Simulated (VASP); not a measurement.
Write the native input for VASP 6.6.1 that does the following.

| Item | Value |
| --- | --- |
| Task | single point |
| Functional | LDA |
| Potentials or basis | VASP PAW LDA potentials, release 64 (Li_sv) |
| Cutoff | 520 eV |
| k mesh | 16 × 16 × 16 |
| Occupations | fermi-dirac, width 0.05 eV |
| Spin | no spin polarisation |
| Dipole correction | no |
| Further INCAR settings | ALGO = Normal; EDIFF = 1e-06; NBANDS = 8 |

The structure of Li lies in POSCAR:

```
Li
1.0
   -0.0220200000      2.1909900000      2.1909900000
    2.1909900000     -0.0220200000      2.1909900000
    2.1909900000      2.1909900000     -0.0220200000
Li
1
Direct
    0.0000000000      0.0000000000      0.0000000000
```

This cell differs from its parent crystal: equal xy, yz and zx shear strains of -1 %.

These files were run (other wordings do the same):

INCAR

```
PREC = Accurate
ENCUT = 520
EDIFF = 1E-6
ISMEAR = -1
SIGMA = 0.05
LREAL = False
LASPH = True
NELM = 80
ALGO = Normal
ISIF = 2
LWAVE = False
LCHARG = True
GGA = CA
LELF = True
LVHAR = True
NBANDS = 8
```

KPOINTS

```
regular mesh
0
Gamma
  16 16 16
```

Potentials or basis: VASP PAW LDA potentials, release 64 (Li_sv).

Command:

```sh
$ cat potpaw_LDA.64/Li_sv/POTCAR > POTCAR
$ mpirun -np 1 vasp_std > vasp.out
```

It took 27 s on 1 thread of AMD EPYC 9R45 96-Core Processor (Zen 5) (shared host), peak memory 0.13 GiB.
